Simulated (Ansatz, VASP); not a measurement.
**Two plane-wave programs on PbSe**

File INCAR:

```
ALGO = Normal
EDIFF = 1E-7
ENCUT = 520
GGA = PE
ISIF = 2
ISMEAR = -1
LASPH = T
LCHARG = T
LELF = T
LREAL = F
LVHAR = T
LWAVE = F
NBANDS = 28
NELM = 60
PREC = Accurate
SIGMA = 0.02
```

File KPOINTS:

```
k-points
0
Gamma
  12 12 4
```

The input POSCAR:

```
PbSe
1.0
    4.2735454799      0.0000000000      0.0000000000
   -2.1367727399      3.7009989499      0.0000000000
    0.0000000000      0.0000000000      7.5550281280
Pb Se
2 2
Direct
    0.0000000000      0.0000000000      0.0000000000
    0.0000000000      0.0000000000      0.5000000000
    0.3333333333      0.6666666667      0.2500000000
    0.6666666667      0.3333333333      0.7500000000
```

Input for Ansatz:

```yaml
crystal:
  lattice:
    - [4.2735454799, 0.0, 0.0]
    - [-2.1367727399, 3.7009989499, 0.0]
    - [0.0, 0.0, 7.555028128]
  atoms:
    - { symbol: Pb, position: [0.0, 0.0, 0.0] }
    - { symbol: Pb, position: [0.0, 0.0, 0.5] }
    - { symbol: Se, position: [0.3333333333, 0.6666666667, 0.25] }
    - { symbol: Se, position: [0.6666666667, 0.3333333333, 0.75] }
kpoints:
  mp_grid: { grid: [12, 12, 4] }
  band_path:
    path:
      - [[0.0, 0.0, 0.0], [0.5, -6.730681664918e-17, -3.593093247903e-19], [0.3333333333333, 0.3333333333333, -2.39539549862e-19], [0.0, 0.0, 0.0], [6.778564889383e-37, -2.773528609655e-36, 0.5], [0.5, -6.727799875208e-17, 0.5], [0.3333333333333, 0.3333333333333, 0.5], [6.778564889383e-37, -2.773528609655e-36, 0.5]]
      - [[0.5, -6.727799875208e-17, 0.5], [0.5, -6.730681664918e-17, -3.593093247903e-19]]
      - [[0.3333333333333, 0.3333333333333, 0.5], [0.3333333333333, 0.3333333333333, -2.39539549862e-19]]
    npoints: 10
hamiltonian:
  xc: pbe
scf:
  occupations: { method: fermi_dirac, width: 0.02 }
  n_extra_bands: 5
output:
  forces: true
  stress: true
  eigenvalues: true
  write_density: true
  write_potential: true
  elf: true
  volumetric_format: npy
```

Alike in both runs: task single point; functional PBE; k mesh 12 × 12 × 4; occupations fermi-dirac, width 0.02 eV; no spin polarisation.

|  | VASP | Ansatz |
| --- | --- | --- |
| version | VASP 6.6.1 | Ansatz 0.2.0 |
| potentials or method | VASP PAW PBE potentials, release 64 (Pb_d, Se) | plane waves, PAW |
| plane-wave cutoff (eV) | 520 | 420 |
| valence electrons in the cell | 40 | 60 |

```csv
,VASP,Ansatz,Ansatz less VASP
pressure (GPa),0.9,0.9,+0.02
"traceless stress, the component that is largest in VASP (GPa)",0.06,0.06,+0.002
```

VASP's potentials hold 40 valence electrons a cell and Ansatz's 60, so a difference there can come from the potentials and not from the codes.

Neither program's run includes spin-orbit coupling.
